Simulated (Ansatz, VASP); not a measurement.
# SnO2: VASP beside Ansatz

```xyz
9
Lattice="-3.2373 0.0000 0.0000 -1.6186 -2.8035 0.0000 -3.8847 -2.2428 12.6255" Properties=species:S:1:pos:R:3 pbc="T T T"
Sn   -3.2373   -1.8690    6.4375
Sn   -3.2373    0.0000    2.1457
Sn   -1.6186   -0.9345   10.7293
O    -3.2373   -1.8690    3.1363
O    -3.2373    0.0000   11.7199
O    -1.6186   -0.9345    7.4281
O    -3.2373   -1.8690    9.7388
O    -3.2373    0.0000    5.4470
O    -1.6186   -0.9345    1.1551
```

Alike in both runs: task single point; functional PBE; dispersion D3(BJ); k mesh 9 × 9 × 2; occupations gaussian, width 0.05 eV; no spin polarisation.

|  | VASP | Ansatz |
| --- | --- | --- |
| version | VASP 6.6.1 | Ansatz 0.2.0 |
| potentials or method | VASP PAW PBE potentials, release 64 (Sn_d, O), cutoff 520 eV | scalar-relativistic, plane waves, PAW |
| valence electrons in the cell | 78 | 78 |

VASP gave:

- gap on the k mesh at the Fermi level (eV): 0.88
- least direct gap on the mesh (eV): 1.13
- pressure (GPa): 3.2
- traceless stress, the component that is largest in VASP (GPa): 4.55
- rms of the force components (eV/Å): 0.497

Task: Estimate Ansatz's values.

Result: gap on the k mesh at the Fermi level (eV): 0.90; least direct gap on the mesh (eV): 1.15; pressure (GPa): 2.5; traceless stress, the component that is largest in VASP (GPa): 5.00; rms of the force components (eV/Å): 0.510.

Atom by atom the forces differ by 0.028 eV/Å (rms over components).
